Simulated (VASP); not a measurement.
# ZnCd3Se3S in VASP: notebook, part 2 of 2

VASP 6.6.1. Earlier steps stand in the parts before.

## (5) Single point, PBE

INCAR reads:

```
SYSTEM = ZnCd3Se3S
ALGO     = Normal         ! electronic algorithm
EDIFF    = 1E-7           ! SCF threshold, eV
ENCUT    = 520            ! plane-wave cutoff, eV
GGA      = PE             ! functional
ISIF     = 2              ! what is computed and relaxed
ISMEAR   = 0              ! smearing method
LASPH    = .True.         ! aspherical terms in the spheres
LCHARG   = .False.        ! write CHGCAR
LREAL    = .False.        ! projectors in reciprocal space
LWAVE    = .False.        ! write WAVECAR
NBANDS   = 46             ! bands
NELM     = 100            ! most SCF steps
PREC     = Accurate       ! precision mode
SIGMA    = 0.1            ! smearing width, eV
```

KPOINTS reads:

```
k-points
0
Gamma
  4 4 1
  0 0 0
```

POSCAR reads:

```
ZnCd3Se3S
1.0
    4.2347102222      0.0000519599     -0.0005603834
    0.0000252580      4.2577657630      0.0010795895
   -0.0007638027      0.0035160279     12.0324215897
Zn Cd Se S
1 3 3 1
Direct
   -0.0002447181      0.0006840369      0.9908950021
    0.0013277178     -0.0007843483      0.5036659689
    0.4988377514      0.4992047587      0.2357758075
    0.5002022352      0.5011988330      0.7708303299
    0.0002205055      0.4992855777      0.6366161725
    0.5009593931     -0.0008225491      0.3690935440
   -0.0009625686      0.5004615349      0.1011898312
    0.4996596838      0.0007721563      0.8919333440
```

Potentials or basis: VASP PAW PBE potentials, release 64 (Zn, Cd, Se, S).

Launch:

```
cat potpaw_PBE.64/Zn/POTCAR potpaw_PBE.64/Cd/POTCAR potpaw_PBE.64/Se/POTCAR potpaw_PBE.64/S/POTCAR > POTCAR
mpirun -np 1 vasp_std > vasp.out
```

OUTCAR:

```text
SYSTEM = ZnCd3Se3S
   EDIFF = 1E-7
   ENCUT = 520
   GGA = PE
   ISIF = 2
   ISMEAR = 0
   LASPH = .True.
   LREAL = .False.
   NELM = 100
   PREC = Accurate

 ion  position               nearest neighbor table
   1  1.000  0.001  0.991-   8 2.43   8 2.43   7 2.51   7 2.51
   2  0.001  0.999  0.504-   5 2.66   5 2.66   6 2.66   6 2.67
   3  0.499  0.499  0.236-   7 2.66   6 2.67   6 2.67   7 2.67
   4  0.500  0.501  0.771-   8 2.58   8 2.58   5 2.66   5 2.66
   5  0.000  0.499  0.637-   2 2.66   4 2.66   4 2.66   2 2.66
   6  0.501  0.999  0.369-   2 2.66   3 2.67   3 2.67   2 2.67
   7  0.999  0.500  0.101-   1 2.51   1 2.51   3 2.66   3 2.67
   8  0.500  0.001  0.892-   1 2.43   1 2.43   4 2.58   4 2.58

  LATTYP: Found a triclinic cell.
 ALAT       =    12.7613412993
 B/A-ratio  =     0.3336456412
 C/A-ratio  =     0.3318389627
 COS(alpha) =     0.0000181687
 COS(beta)  =     0.0001906837
 COS(gamma) =     0.3331310450

  Lattice vectors:

[... 177 lines left out ...]
 val. band max:        0.9173518790   @ k =   0.0000   0.0000   0.0000
 cond. band min:       1.5638786988   @ k =   0.0000   0.0000   0.0000
 fundamental gap:      0.6465268199
 Fermi energy:         1.2407025356

 k-point     1 :       0.0000    0.0000    0.0000
  band No.  band energies     occupation
      1     -11.6536      2.00000
      2     -11.3316      2.00000
      3     -11.2315      2.00000
      4     -10.9779      2.00000
      5      -6.8932      2.00000
      6      -6.8860      2.00000
[... 479 lines left out ...]
     45       7.3993      0.00000
     46       7.5078      0.00000

------------------------ aborting loop because EDIFF is reached ----------------------------------------

  FORCE on cell =-STRESS in cart. coord.  units (eV):
  Direction    XX          YY          ZZ          XY          YZ          ZX
  --------------------------------------------------------------------------------------
  -------------------------------------------------------------------------------------
  Total        0.3543771      0.3879638      0.3556049     -0.0001183     -0.0156622      0.0103681
  in kB        2.6170843      2.8651231      2.6261518     -0.0008738     -0.1156659      0.0765687
  external PRESSURE =       2.7027864 kB  Pullay stress =       0.0000000 kB

 VOLUME and BASIS-vectors are now :
 -----------------------------------------------------------------------------
  energy-cutoff  :      520.00
  volume of cell :      216.95
      direct lattice vectors                 reciprocal lattice vectors
     4.234710222  0.000051960 -0.000560383     0.236143669 -0.000001405  0.000014991
     0.000025258  4.257765763  0.001079589    -0.000002891  0.234864981 -0.000068631
    -0.000763803  0.003516028 12.032421590     0.000010998 -0.000021073  0.083108797

 POSITION                                       TOTAL-FORCE (eV/Angst)
 -----------------------------------------------------------------------------------
      4.23292      0.00645     11.92231        -0.000881     -0.000651      0.006848
      0.00526      4.25620      6.06140        -0.003061      0.002501     -0.009199
      2.11227      2.12635      2.83721         0.003412      0.002629      0.008707
      2.11764      2.13672      9.27522        -0.000378     -0.003385     -0.001204
      0.00046      2.12808      7.66057        -0.001574      0.000622      0.005069
      2.12116      4.25559      4.44189        -0.001676      0.001217      0.000457
      4.23057      2.13126      1.21754         0.002173     -0.002439     -0.026538
      2.11523      0.00645     10.73184         0.001984     -0.000494      0.015862
 -----------------------------------------------------------------------------------
    total drift:                                0.000153     -0.000471     -0.003499

  FREE ENERGIE OF THE ION-ELECTRON SYSTEM (eV)
  ---------------------------------------------------
  free  energy   TOTEN  =       -23.0138058502 eV

  energy  without entropy=      -23.0138056446  energy(sigma->0) =      -23.01380575
```

OSZICAR:

```text
N       E                     dE             d eps       ncg     rms          rms(c)
DAV:   1     0.567583359536E+03    0.56758E+03   -0.33172E+04   920   0.151E+03
DAV:   2     0.304726440994E+02   -0.53711E+03   -0.51655E+03   942   0.376E+02
DAV:   3    -0.230317567936E+02   -0.53504E+02   -0.52880E+02  1046   0.117E+02
DAV:   4    -0.246540928499E+02   -0.16223E+01   -0.16160E+01  1088   0.195E+01
DAV:   5    -0.246709244727E+02   -0.16832E-01   -0.16824E-01  1082   0.202E+00    0.117E+01
DAV:   6    -0.230498695995E+02    0.16211E+01   -0.31858E+00  1170   0.207E+01    0.909E+00
DAV:   7    -0.230344321105E+02    0.15437E-01   -0.20309E+00  1022   0.614E+00    0.360E+00
DAV:   8    -0.230131175071E+02    0.21315E-01   -0.23635E-01  1072   0.368E+00    0.732E-01
DAV:   9    -0.230128054546E+02    0.31205E-03   -0.25837E-02  1022   0.136E+00    0.201E-01
DAV:  10    -0.230133276993E+02   -0.52224E-03   -0.20184E-03  1064   0.226E-01    0.117E-01
DAV:  11    -0.230136969453E+02   -0.36925E-03   -0.46566E-04  1016   0.106E-01    0.538E-02
DAV:  12    -0.230137881343E+02   -0.91189E-04   -0.12184E-04  1010   0.591E-02    0.160E-02
DAV:  13    -0.230138021087E+02   -0.13974E-04   -0.19771E-05  1026   0.223E-02    0.108E-02
DAV:  14    -0.230138054236E+02   -0.33149E-05   -0.47083E-06   998   0.101E-02    0.405E-03
DAV:  15    -0.230138056938E+02   -0.27025E-06   -0.89100E-07  1084   0.626E-03    0.175E-03
DAV:  16    -0.230138058888E+02   -0.19498E-06   -0.49893E-07   782   0.266E-03    0.817E-04
DAV:  17    -0.230138058502E+02    0.38617E-07   -0.40317E-08   674   0.932E-04
   1 F= -.23013806E+02 E0= -.23013806E+02  d E =-.205572E-06
```

It took 3.6 min on 1 thread of Intel Xeon 8259CL, shared host; peak memory 0.35 GiB.

What came out:

| Property | Result |
| --- | --- |
| Free energy | -23.0138 eV |
| Pressure | 0.3 GPa |
| Largest force | 0.027 eV/Å |
| Band gap on the k mesh | 0.65 eV |

Forces on the atoms (eV/Å):
```
Zn  -0.001 -0.001  0.007
Cd  -0.003  0.003 -0.009
Cd   0.003  0.003  0.009
Cd   0.000 -0.003 -0.001
Se  -0.002  0.001  0.005
Se  -0.002  0.001  0.000
Se   0.002 -0.002 -0.027
S    0.002  0.000  0.016
```

Levels at points of the mesh, in eV from the valence-band top:
```tsv
k point	band 34	band 35	band 36	band 37	band 38	band 39
(0.00, 0.00, 0.00)	-0.17	-0.06	0.00	0.65	3.00	3.17
(0.50, 0.00, 0.00)	-0.77	-0.56	-0.56	2.35	2.36	3.63
(0.00, 0.50, 0.00)	-0.59	-0.53	-0.52	2.23	2.51	3.53
(0.50, 0.50, 0.00)	-1.84	-1.77	-1.76	3.10	3.29	3.58
```

Caveat: the k points lie up to 0.52 Å⁻¹ apart.

## (6) Relaxation of cell and atoms, PBE

This run uses another cell than the first one, of 25.65 Å³/atom.

INCAR reads:

```
ALGO     = Normal         # electronic algorithm
EDIFF    = 1E-6           # SCF threshold, eV
EDIFFG   = -0.08          # ionic threshold
ENCUT    = 600            # plane-wave cutoff, eV
GGA      = PE             # functional
IBRION   = 2              # ionic algorithm
ISIF     = 3              # what is computed and relaxed
ISMEAR   = 0              # smearing method
LASPH    = T              # aspherical terms in the spheres
LCHARG   = F              # write CHGCAR
LREAL    = F              # projectors in reciprocal space
LWAVE    = F              # write WAVECAR
NELM     = 60             # most SCF steps
NSW      = 36             # ionic steps
PREC     = Accurate       # precision mode
SIGMA    = 0.15           # smearing width, eV
```

KPOINTS reads:

```
k-points
0
Gamma
  3 3 1
```

POSCAR reads:

```
ZnCd3Se3S
1.0
    4.1700000000      0.0000000000      0.0000000000
    0.0000000000      4.1700000000      0.0000000000
    0.0000000000      0.0000000000     11.8000000000
Zn Cd Se S
1 3 3 1
Direct
    0.0000000000      0.0000000000      0.0000000000
    0.0000000000      0.0000000000      0.5000000000
    0.5000000000      0.5000000000      0.7500000000
    0.5000000000      0.5000000000      0.2500000000
    0.5000000000      0.0000000000      0.3750000000
    0.0000000000      0.5000000000      0.6250000000
    0.5000000000      0.0000000000      0.8750000000
    0.0000000000      0.5000000000      0.1250000000
```

Potentials or basis: VASP PAW PBE potentials, release 64 (Zn, Cd, Se, S).

Launch:

```
cat potpaw_PBE.64/Zn/POTCAR potpaw_PBE.64/Cd/POTCAR potpaw_PBE.64/Se/POTCAR potpaw_PBE.64/S/POTCAR > POTCAR
mpirun -np 1 vasp_std > vasp.out
```

Run time: 14 min. Hardware: 1 thread of Intel Xeon 8259CL, shared host; peak memory 0.39 GiB.

It converged, with:

```yaml
Free_energy: -22.8134 eV
Relaxed_volume: 27.33 Å³/atom
Relaxed_cell: a = 4.314 Å, b = 4.291 Å, c = 11.814 Å, α = 90.00°, β = 90.00°, γ = 90.00°
Space_group_after_relaxing_to_0.1_Å: Pmm2 (No. 25)
Energy_gained_by_relaxing: 79.4 meV/atom
Ionic_steps: 11
Pressure_after_relaxing: -0.1 GPa
Largest_force_after_relaxing: 0.025 eV/Å
Band_gap_on_the_k_mesh: 0.64 eV
```

Forces on the atoms (eV/Å):
```
Zn   0.000  0.000 -0.007
Cd   0.000  0.000  0.011
Cd   0.000  0.000 -0.005
Cd   0.000  0.000  0.025
Se   0.000  0.000 -0.002
Se   0.000  0.000 -0.012
Se   0.000  0.000 -0.013
S    0.000  0.000  0.004
```

Stress tensor (GPa, compression positive):
```
-0.07  0.00  0.00
 0.00 -0.12  0.00
 0.00  0.00  0.00
```

Step by step:
| step | energy change (eV) | largest force (eV/Å) | pressure (GPa) | volume (Å³) |
| --- | --- | --- | --- | --- |
| 1 | 0.0000 | 1.4588 | 4.77 | 205.19 |
| 2 | -0.3488 | 0.6436 | -1.44 | 228.71 |
| 3 | -0.3578 | 0.7382 | -0.73 | 225.11 |
| 4 | -0.4339 | 0.5600 | -0.55 | 223.44 |
| 5 | -0.5617 | 0.4435 | 0.21 | 218.48 |
| 6 | -0.5685 | 0.4789 | 0.50 | 216.95 |
| 7 | -0.6121 | 0.2475 | -0.30 | 220.00 |
| 8 | -0.6175 | 0.2071 | -0.66 | 221.51 |
| 9 | -0.6314 | 0.0691 | 0.45 | 216.49 |
| 10 | -0.6337 | 0.0956 | 0.14 | 217.84 |
| 11 | -0.6354 | 0.0250 | -0.06 | 218.66 |

Final structure:
```
Zn Cd Se S
1.0
     4.31389    0.00000    0.00000
     0.00000    4.29069    0.00000
     0.00000    0.00000   11.81358
Zn Cd Se S
1 3 3 1
Direct
  0.00000 0.00000 0.00944
  0.00000 0.00000 0.49615
  0.50000 0.50000 0.76532
  0.50000 0.50000 0.22763
  0.50000 0.00000 0.36254
  0.00000 0.50000 0.63157
  0.50000 0.00000 0.90058
  0.00000 0.50000 0.10678
```

Levels at points of the mesh, in eV from the valence-band top:
| k point | band 32 | band 33 | band 34 | band 35 | band 36 | band 37 | band 38 | band 39 | band 40 | band 41 |
| --- | --- | --- | --- | --- | --- | --- | --- | --- | --- | --- |
| (0.00, 0.00, 0.00) | -1.03 | -0.82 | -0.10 | -0.06 | 0.00 | 0.64 | 2.90 | 3.14 | 3.52 | 3.63 |

Caveat: the k points lie up to 0.53 Å⁻¹ apart in the final cell.

## (7) The runs side by side

| task | cell | k mesh | cutoff (eV) | smearing | gap on the mesh (eV) | pressure (GPa) | largest force (eV/Å) |
| --- | --- | --- | --- | --- | --- | --- | --- |
| single point | a = 4.220, b = 4.246, c = 12.104 Å, 8 atoms, atomic positions A | 6 × 6 × 4 | 520 | gaussian 0.02 eV | 0.64 | 0.3 | 0.03 |
| single point | a = 4.290, b = 4.267, c = 11.888 Å, 8 atoms, atomic positions B | 3 × 3 × 1 | 520 | gaussian 0.15 eV | 0.65 | 0.3 | 0.04 |
| single point | a = 4.220, b = 4.246, c = 12.104 Å, 8 atoms, atomic positions A | 4 × 4 × 1 | 520 | gaussian 0.1 eV | 0.64 | 0.3 | 0.04 |
| single point | a = 4.235, b = 4.258, c = 12.032 Å, 8 atoms, atomic positions A | 4 × 4 × 1 | 520 | gaussian 0.1 eV | 0.65 | 0.3 | 0.03 |
| relaxation of cell and atoms | relaxed from a = 4.170, b = 4.170, c = 11.800 Å, 8 atoms, atomic positions C | 3 × 3 × 1 | 600 | gaussian 0.15 eV | 0.64 | -0.1 | 0.03 |

Alike in all rows: level PBE; potentials or basis VASP PAW PBE potentials, release 64 (Zn, Cd, Se, S); no spin polarisation.

Caveats: some runs use coarse meshes.

Total energies depend on the potentials used, so only differences within one code and one set of settings carry meaning.
